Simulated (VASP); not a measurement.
# Na4PrF (Immm) in VASP: single point with PBE

Aim: the single point of Na4PrF with PBE.

Program: VASP 6.6.1. These are calculated values, not measurements. Logs are shortened: lines on timing, memory, paths and dates and some standing lists are left out, and cuts for length are marked.

### Step 1. The cell of the first run

It takes space group Immm (No. 71, orthorhombic). Conventional cell: a = 3.406 Å, b = 9.932 Å, c = 10.683 Å, α = 90.00°, β = 90.00°, γ = 90.00°. Within 2.9 Å of Na (site symmetry m) lie 1 F at 2.21 Å. Pr (site symmetry mmm) has 2 Pr at 3.41 Å and 12 Na at 4.08 to 4.12 Å within 4.5 Å. F (site symmetry mmm) has 4 Na at 2.21 Å within 2.9 Å.

The cell was generated, and may not be a known phase.

### Step 2. Single point, PBE

Contents of INCAR:

```
SYSTEM = Na4PrF
  PREC = Accurate
  ENCUT = 600
  EDIFF = 1E-6
  ISMEAR = 0
  SIGMA = 0.1
  LREAL = .FALSE.
  LASPH = .TRUE.
  NELM = 200
  ALGO = Normal
  ISIF = 2
  LWAVE = .FALSE.
  LCHARG = .FALSE.
  GGA = PE
  NBANDS = 33
  GGA_COMPAT = .FALSE.
  LMAXMIX = 6
```

Contents of KPOINTS:

```
Automatic mesh
0
G
  6 6 6
  0 0 0
```

Contents of POSCAR:

```
Na4PrF
1.0
   -1.7031448675      5.3415367955      4.9662080154
    1.7031448675     -5.3415367955      4.9662080154
    1.7031448675      5.3415367955     -4.9662080154
Na Pr F
4 1 1
Direct
    0.5159297565      0.1598415349      0.3560882216
    0.1962466867      0.8401584651      0.3560882216
    0.4840702435      0.8401584651      0.6439117784
    0.8037533133      0.1598415349      0.6439117784
    0.0000000000      0.0000000000      0.0000000000
    0.5000000000      0.0000000000      0.5000000000
```

Potentials or basis: VASP PAW PBE potentials, release 64 (Na_pv, Pr, F).

Started as:

```bash
$ cat potpaw_PBE.64/Na_pv/POTCAR potpaw_PBE.64/Pr/POTCAR potpaw_PBE.64/F/POTCAR > POTCAR
$ mpirun -np 1 vasp_std > vasp.out
```

OUTCAR:

```text
SYSTEM = Na4PrF
   PREC = Accurate
   ENCUT = 600
   EDIFF = 1E-6
   ISMEAR = 0
   LREAL = .FALSE.
   LASPH = .TRUE.
   NELM = 200
   ISIF = 2
   GGA = PE

 ion  position               nearest neighbor table
   1  0.516  0.160  0.356-   6 2.21
   2  0.196  0.840  0.356-   6 2.21
   3  0.484  0.840  0.644-   6 2.21
   4  0.804  0.160  0.644-   6 2.21
   5  0.000  0.000  0.000-
   6  0.500  0.000  0.500-   3 2.21   4 2.21   2 2.21   1 2.21

  LATTYP: Found a body centered orthorhombic cell.
 ALAT       =     3.4062897350
 B/A-ratio  =     2.9159046363
 C/A-ratio  =     3.1362785970

  Lattice vectors:

 A1 = (   1.7031448675,  -5.3415367955,  -4.9662080154)
 A2 = (  -1.7031448675,  -5.3415367955,   4.9662080154)
 A3 = (  -1.7031448675,   5.3415367955,  -4.9662080154)

Analysis of symmetry for initial positions (statically):
=====================================================================
 Subroutine PRICEL returns:
 Original cell was already a primitive cell.

 Routine SETGRP: Setting up the symmetry group for a
 body centered orthorhombic supercell.

 Subroutine GETGRP returns: Found  8 space group operations
 (whereof  8 operations were pure point group operations)
 out of a pool of  8 trial point group operations.

The static configuration has the point symmetry D_2h.

Analysis of symmetry for dynamics (positions and initial velocities):
=====================================================================
 Subroutine PRICEL returns:
 Original cell was already a primitive cell.

 Routine SETGRP: Setting up the symmetry group for a
 body centered orthorhombic supercell.

 Subroutine GETGRP returns: Found  8 space group operations
 (whereof  8 operations were pure point group operations)
 out of a pool of  8 trial point group operations.

The dynamic configuration has the point symmetry D_2h.

 Subroutine INISYM returns: Found  8 space group operations
 (whereof  8 operations are pure point group operations),
 and found     1 'primitive' translations

----------------------------------------------------------------------------------------

                                     Primitive cell

  volume of cell :     180.7185

  direct lattice vectors                    reciprocal lattice vectors
    -1.703144868  5.341536795  4.966208015     0.000000000  0.093606020  0.100680438
     1.703144868 -5.341536795  4.966208015     0.293574557  0.000000000  0.100680438
     1.703144868  5.341536795 -4.966208015     0.293574557  0.093606020  0.000000000

  length of vectors
     7.489722280  7.489722280  7.489722280     0.137472316  0.310358778  0.308136508

  position of ions in fractional coordinates (direct lattice)
     0.515929757  0.159841535  0.356088222
     0.196246687  0.840158465  0.356088222
     0.484070243  0.840158465  0.643911778
     0.803753313  0.159841535  0.643911778
     0.000000000  0.000000000  0.000000000
     0.500000000  0.000000000  0.500000000

  ion indices of the primitive-cell ions
   primitive index   ion index
                 1           1
                 2           2
                 3           3
                 4           4
                 5           5
                 6           6

----------------------------------------------------------------------------------------

 KPOINTS: Automatic mesh

Automatic generation of k-mesh.
 Grid dimensions read from file:
 generate k-points for:    6    6    6

 Generating k-lattice:

  Cartesian coordinates                     Fractional coordinates (reciprocal lattice)
     0.000000000  0.015601003  0.016780073     0.166666667  0.000000000 -0.000000000
     0.048929093  0.000000000  0.016780073     0.000000000  0.166666667  0.000000000
     0.048929093  0.015601003  0.000000000    -0.000000000  0.000000000  0.166666667

  Length of vectors
     0.022912053  0.051726463  0.051356085

  Shift w.r.t. Gamma in fractional coordinates (k-lattice)
     0.000000000  0.000000000  0.000000000

 Subroutine IBZKPT returns following result:
 ===========================================

 Found     46 irreducible k-points:

 Following reciprocal coordinates:
            Coordinates               Weight
  0.000000  0.000000  0.000000      1.000000
  0.166667  0.000000  0.000000      4.000000
  0.333333  0.000000  0.000000      4.000000
  0.500000  0.000000 -0.000000      2.000000
  0.000000  0.166667  0.000000      4.000000
  0.166667  0.166667 -0.000000      8.000000
[... 16 lines left out ...]
 -0.166667  0.166667  0.166667      2.000000
  0.166667  0.333333  0.166667      4.000000
 [... further k-points ...]
   k-points           NKPTS =     46   k-points in BZ     NKDIM =     46   number of bands    NBANDS=     33
   number of dos      NEDOS =    301   number of ions     NIONS =      6
   total plane-waves  NPLWV = 216000
   dimension x,y,z NGX =    60 NGY =   60 NGZ =   60
   dimension x,y,z NGXF=   120 NGYF=  120 NGZF=  120
   ions per type =               4   1   1
   NGX,Y,Z   is equivalent  to a cutoff of  13.32, 13.32, 13.32 a.u.
   NGXF,Y,Z  is equivalent  to a cutoff of  26.64, 26.64, 26.64 a.u.
 SYSTEM =  Na4PrF
   PREC   = accura    normal or accurate (medium, high low for compatibility)
   ISTART =      0    job   : 0-new  1-cont  2-samecut
   ICHARG =      2    charge: 1-file 2-atom 10-const
   ISPIN  =      1    spin polarized calculation?
   LNONCOLLINEAR =      F non collinear calculations
   LSORBIT =      F    spin-orbit coupling
   LASPH  =      T    aspherical Exc in radial PAW
   ENCUT  =  600.0 eV  44.10 Ry    6.64 a.u.  14.96 14.96 14.96*2*pi/ulx,y,z
   NELM   =    200;   NELMIN=  2; NELMDL= -5     # of ELM steps
   EDIFF  = 0.1E-05   stopping-criterion for ELM
   LREAL  =      F    real-space projection
   EDIFFG = 0.1E-04   stopping-criterion for IOM
   NSW    =      0    number of steps for IOM
   IBRION =     -1    ionic relax: 0-MD 1-quasi-New 2-CG
   NFREE  =      0    steps in history (QN), initial steepest desc. (CG)
   ISIF   =      2    stress and relaxation
   ISYM   =      2    0-nonsym 1-usesym 2-fastsym
   POTIM  = 0.5000    time-step for ionic-motion
   TEBEG  =    0.0;   TEEND  =   0.0 temperature during run
   PSTRESS=    0.0 pullay stress
   NELECT =      48.0000    total number of electrons
   NUPDOWN=      -1.0000    fix difference up-down
   EMIN   =  10.00;   EMAX   =-10.00  energy-range for DOS
   EFERMI =   0.00;   METHOD = LEGACY
   ISMEAR =     0;   SIGMA  =   0.10  broadening in eV -4-tet -1-fermi 0-gaus
   EFERMI_NEDOS =   21; number of points for ismear=-14 and -15
   IALGO  =     38    algorithm
   IMIX   =      4    mixing-type and parameters
     AMIX     =   0.40;   BMIX     =  1.00
     AMIX_MAG =   1.60;   BMIX_MAG =  1.00
  volume/ion in A,a.u.               =      30.12       203.26
  Fermi-wavevector in a.u.,A,eV,Ry     =   1.052336  1.988626 15.067236  1.107411
  Thomas-Fermi vector in A             =   2.187414
   LORBIT       =      0    0 simple, 1 ext, 2 COOP (PROOUT), +10 PAW based schemes
   GGA     = PE    functional components
   LHFCALC =     F    Hartree Fock is set to
   AEXX    =    0.0000 exact exchange contribution
   IVDW    =     0    specifies the selected vdW correction
   LEPSILON=     F    determine dielectric tensor
   LRPA    =     F    only Hartree local field effects (RPA)
 non-spin polarized calculation
 Gauss-broadening in eV      SIGMA  =   0.10
  energy-cutoff  :      600.00
  volume of cell :      180.72
 maximum number of plane-waves:      6060
   NGX = 29   NGY = 29   NGZ = 29

 number of electron      47.9999991 magnetization

 Free energy of the ion-electron system (eV)
  ---------------------------------------------------
  ext. energy  EPLUGINS =         0.00000000
  ---------------------------------------------------
  free energy    TOTEN  =       -15.19875202 eV

  energy without entropy =      -15.02290055  energy(sigma->0) =      -15.11082629

 E-fermi :   1.5869     XC(G=0):  -7.4402

 val. band max:        1.5860483654   @ k =   0.5000   0.5000   0.5000
 cond. band min:       1.5900625359   @ k =  -0.1667   0.1667   0.1667
 fundamental gap:      0.0040141705
 Fermi energy:         1.5869387919

 k-point     1 :       0.0000    0.0000    0.0000
  band No.  band energies     occupation
      1     -34.6412      2.00000
      2     -23.2541      2.00000
      3     -23.0167      2.00000
      4     -23.0083      2.00000
      5     -22.9944      2.00000
      6     -22.9848      2.00000
[... 25 lines left out ...]
     32       1.9376      0.00000
     33       2.0722      0.00000

 k-point     2 :       0.1667    0.0000    0.0000
  band No.  band energies     occupation
      1     -34.6412      2.00000
      2     -23.2507      2.00000
      3     -23.0177      2.00000
      4     -23.0088      2.00000
      5     -22.9936      2.00000
      6     -22.9852      2.00000
[... 25 lines left out ...]
     32       2.0539      0.00000
     33       2.0721      0.00000

 k-point     3 :       0.3333    0.0000    0.0000
  band No.  band energies     occupation
      1     -34.6412      2.00000
      2     -23.2435      2.00000
      3     -23.0192      2.00000
      4     -23.0110      2.00000
      5     -22.9918      2.00000
      6     -22.9861      2.00000
[... 25 lines left out ...]
     32       2.0721      0.00000
     33       2.1392      0.00000

 k-point     4 :       0.5000    0.0000   -0.0000
  band No.  band energies     occupation
      1     -34.6412      2.00000
      2     -23.2397      2.00000
      3     -23.0199      2.00000
      4     -23.0126      2.00000
      5     -22.9908      2.00000
      6     -22.9865      2.00000
[... 25 lines left out ...]
     32       2.0720      0.00000
     33       2.1619      0.00000

 k-point     5 :       0.0000    0.1667    0.0000
  band No.  band energies     occupation
      1     -34.6123      2.00000
      2     -23.2464      2.00000
      3     -23.0161      2.00000
      4     -23.0083      2.00000
      5     -22.9959      2.00000
      6     -22.9951      2.00000
[... 604 lines left out ...]
 k-point    22 :       0.3333    0.1667    0.1667
  band No.  band energies     occupation
      1     -34.5538      2.00000
      2     -23.2271      2.00000
      3     -23.0229      2.00000
      4     -23.0195      2.00000
      5     -23.0158      2.00000
      6     -23.0154      2.00000
[... 25 lines left out ...]
     32       2.8392      0.00000
     33       3.1750      0.00000

 k-point    23 :      -0.1667    0.1667    0.1667
  band No.  band energies     occupation
      1     -34.5538      2.00000
      2     -23.2344      2.00000
      3     -23.0212      2.00000
      4     -23.0190      2.00000
      5     -23.0173      2.00000
      6     -23.0135      2.00000
[... 25 lines left out ...]
     32       2.9539      0.00000
     33       3.8636      0.00000

 k-point    24 :       0.1667    0.3333    0.1667
  band No.  band energies     occupation
      1     -34.5241      2.00000
      2     -23.2230      2.00000
      3     -23.0355      2.00000
      4     -23.0286      2.00000
      5     -23.0281      2.00000
      6     -23.0197      2.00000
[... 25 lines left out ...]
     32       3.2725      0.00000
     33       3.3156      0.00000

 [... further k-points ...]

------------------------ aborting loop because EDIFF is reached ----------------------------------------

  FORCE on cell =-STRESS in cart. coord.  units (eV):
  Direction    XX          YY          ZZ          XY          YZ          ZX
  --------------------------------------------------------------------------------------
  -------------------------------------------------------------------------------------
  Total       -0.4922762      0.3868931      0.3070633      0.0000000      0.0000000     -0.0000000
  in kB       -4.3643213      3.4300375      2.7222984      0.0000000      0.0000000     -0.0000000
  external PRESSURE =       0.5960049 kB  Pullay stress =       0.0000000 kB

 VOLUME and BASIS-vectors are now :
 -----------------------------------------------------------------------------
  energy-cutoff  :      600.00
  volume of cell :      180.72
      direct lattice vectors                 reciprocal lattice vectors
    -1.703144868  5.341536795  4.966208015     0.000000000  0.093606020  0.100680438
     1.703144868 -5.341536795  4.966208015     0.293574557  0.000000000  0.100680438
     1.703144868  5.341536795 -4.966208015     0.293574557  0.093606020  0.000000000

 POSITION                                       TOTAL-FORCE (eV/Angst)
 -----------------------------------------------------------------------------------
      0.00000      3.80412      1.58761        -0.000000     -0.016623      0.003534
      1.70314     -1.53742      3.37860         0.000000     -0.016623     -0.003534
      1.70314      1.53742      3.37860         0.000000      0.016623     -0.003534
      0.00000      6.87896      1.58761         0.000000      0.016623      0.003534
      0.00000      0.00000      0.00000         0.000000      0.000000     -0.000000
      0.00000      5.34154      0.00000        -0.000000      0.000000     -0.000000
 -----------------------------------------------------------------------------------
    total drift:                                0.000000      0.000000     -0.000000

  FREE ENERGIE OF THE ION-ELECTRON SYSTEM (eV)
  ---------------------------------------------------
  free  energy   TOTEN  =       -15.1987520203 eV

  energy  without entropy=      -15.0229005528  energy(sigma->0) =      -15.11082629
```

It took 26 min on 1 thread of AMD EPYC 7R13, shared host; peak memory 0.69 GiB.

What came out:

```yaml
Free_energy: -15.1988 eV
Pressure: 0.1 GPa
Largest_force: 0.017 eV/Å
Band_gap_on_the_k_mesh: zero (bands 24 and 25 overlap by 0.11 eV)
```

Forces in eV/Å, atoms in the order of the input:
```
Na   0.000 -0.017  0.004
Na   0.000 -0.017 -0.004
Na   0.000  0.017 -0.004
Na   0.000  0.017  0.004
Pr   0.000  0.000  0.000
F    0.000  0.000  0.000
```

Levels at points of the mesh, in eV from the Fermi level:
| k point | band 22 | band 23 | band 24 | band 25 | band 26 | band 27 |
| --- | --- | --- | --- | --- | --- | --- |
| (0.00, 0.00, 0.00) | -1.07 | -0.44 | -0.05 | -0.03 | 0.05 | 0.05 |
| (0.50, 0.00, 0.00) | -1.83 | -0.54 | -0.02 | 0.00 | 0.02 | 0.04 |
| (0.00, 0.50, 0.00) | -0.28 | 0.04 | 0.08 | 0.09 | 0.10 | 0.14 |
| (0.50, 0.50, 0.00) | -0.33 | 0.04 | 0.08 | 0.09 | 0.10 | 0.14 |
| (0.50, 0.50, 0.50) | -1.49 | -1.34 | -0.81 | -0.01 | 0.00 | 0.05 |

Caveat: spin-orbit coupling is left out, which moves the levels of the heavy elements; the run has no spin polarisation, though such a crystal can be magnetic; semilocal functionals describe open f shells poorly, which spoils levels, moments and volumes. Spin polarisation is off, so any magnetic state and its effect on volume and gap are missing.
